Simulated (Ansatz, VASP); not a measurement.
**W: VASP beside Ansatz**

File INCAR:

```
ALGO     = Normal         # electronic algorithm
EDIFF    = 1E-8           # SCF threshold, eV
ENCUT    = 520            # plane-wave cutoff, eV
GGA      = PE             # functional
ISIF     = 2              # what is computed and relaxed
ISMEAR   = -1             # smearing method
LASPH    = True           # aspherical terms in the spheres
LCHARG   = False          # write CHGCAR
LEFG     = True         
LREAL    = False          # projectors in reciprocal space
LWAVE    = False          # write WAVECAR
NBANDS   = 13             # bands
NELM     = 100            # most SCF steps
PREC     = Accurate       # precision mode
SIGMA    = 0.05           # smearing width, eV
```

The input KPOINTS:

```
k-points
0
Gamma
  14 14 14
```

File POSCAR:

```
W
1.0
    0.0000000000      2.0300000000      2.0503000000
    2.0300000000      0.0000000000      2.0503000000
    2.0300000000      2.0300000000      0.0000000000
W
1
Direct
    0.0000000000      0.0000000000      0.0000000000
```

Input for Ansatz:

```yaml
crystal:
  lattice:
    - [0.0, 2.03, 2.0503]
    - [2.03, 0.0, 2.0503]
    - [2.03, 2.03, 0.0]
  atoms:
    - { symbol: W, position: [0.0, 0.0, 0.0] }
kpoints:
  mp_grid: { grid: [14, 14, 14] }
scf:
  occupations: { method: fermi_dirac, width: 0.05 }
hamiltonian:
  xc: pbe
  pseudopotentials: { kind: paw }
output:
  forces: true
  stress: true
  eigenvalues: true
  efg: { contact_densities: true }
  write_density: true
  write_potential: true
  elf: true
  volumetric_format: npy
```

Change from the starting cell: zz strain of +1 %, PAW files.

Alike in both runs: task electric field gradients; functional PBE; k mesh 14 × 14 × 14; occupations fermi-dirac, width 0.05 eV; no spin polarisation.

|  | VASP | Ansatz |
| --- | --- | --- |
| version | VASP 6.6.1 | Ansatz 0.2.0 |
| potentials or method | VASP PAW PBE potentials, release 64 (W_sv) | PAW with Ansatz's default frozen-core files, scalar-relativistic |
| plane-wave cutoff (eV) | 520 | 420 |
| valence electrons in the cell | 14 | 14 |

```csv
,VASP,Ansatz,Ansatz less VASP
pressure (GPa),-6.9,-7.3,-0.40
"traceless stress, the component that is largest in VASP (GPa)",2.11,2.10,-0.013
size of Vzz on the site where it differs most (V/Å²),5.6,4.5,-1.12
```

With one functional, cell and mesh, what is left measures potentials, basis and numerics.

Spin-orbit coupling is off throughout.
